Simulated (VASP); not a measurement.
Write the native input for VASP 6.6.1 that does the following.

| Item | Value |
| --- | --- |
| Task | relaxation of shape and atoms at fixed volume |
| Functional | PBEsol |
| Potentials or basis | VASP PAW PBE potentials, release 64 (Hf_pv, C) |
| Cutoff | 600 eV |
| k mesh | 10 × 10 × 6 |
| Occupations | gaussian, width 0.05 eV |
| Spin | no spin polarisation |
| Dipole correction | no |
| Further INCAR settings | ALGO = Normal; EDIFF = 1e-06; IBRION = 2; EDIFFG = -0.01; NSW = 60; ISIF = 4 |

The structure of HfC lies in POSCAR:

```
HfC
1.0
    3.2546212811      0.0000000000      0.0000000000
   -1.6273106405      2.8185847092      0.0000000000
    0.0000000000      0.0000000000      5.7566262451
Hf C
2 2
Direct
    0.0000000000      0.0000000000      0.0000000000
    0.0000000000      0.0000000000      0.5000000000
    0.3333333333      0.6666666667      0.2500000000
    0.6666666667      0.3333333333      0.7500000000
```

The input as run:

INCAR

```
PREC     = Accurate       # precision mode
ENCUT    = 600            # plane-wave cutoff, eV
EDIFF    = 1E-6           # SCF threshold, eV
ISMEAR   = 0              # smearing method
SIGMA    = 0.05           # smearing width, eV
LREAL    = F              # projectors in reciprocal space
LASPH    = T              # aspherical terms in the spheres
NELM     = 100            # most SCF steps
ALGO     = Normal         # electronic algorithm
ISIF     = 4              # what is computed and relaxed
LWAVE    = F              # write WAVECAR
LCHARG   = F              # write CHGCAR
GGA      = PS             # functional
IBRION   = 2              # ionic algorithm
NSW      = 60             # ionic steps
EDIFFG   = -0.01          # ionic threshold
```

KPOINTS

```
Automatic mesh
0
Gamma
  10 10 6
```

Potentials or basis: VASP PAW PBE potentials, release 64 (Hf_pv, C).

The run is started by

```bash
$ cat potpaw_PBE.64/Hf_pv/POTCAR potpaw_PBE.64/C/POTCAR > POTCAR
$ mpirun -np 1 vasp_std > vasp.out
```

Results of the run:

```json
{
 "Energy gained by relaxing": "0.1 meV/atom",
 "Ionic steps": "3",
 "Pressure after relaxing": "-4.8 GPa",
 "Band gap on the k mesh": "zero (bands 14 and 15 overlap by 1.59 eV)"
}
```

Caveat: the PAW data sets were made with another functional, which shifts forces and pressure a little; spin-orbit coupling is left out, which moves the levels of the heavy elements.

Run time: 44 s on 1 thread of Intel(R) Xeon(R) 6975P-C (Granite Rapids) (shared host), peak memory 0.22 GiB.
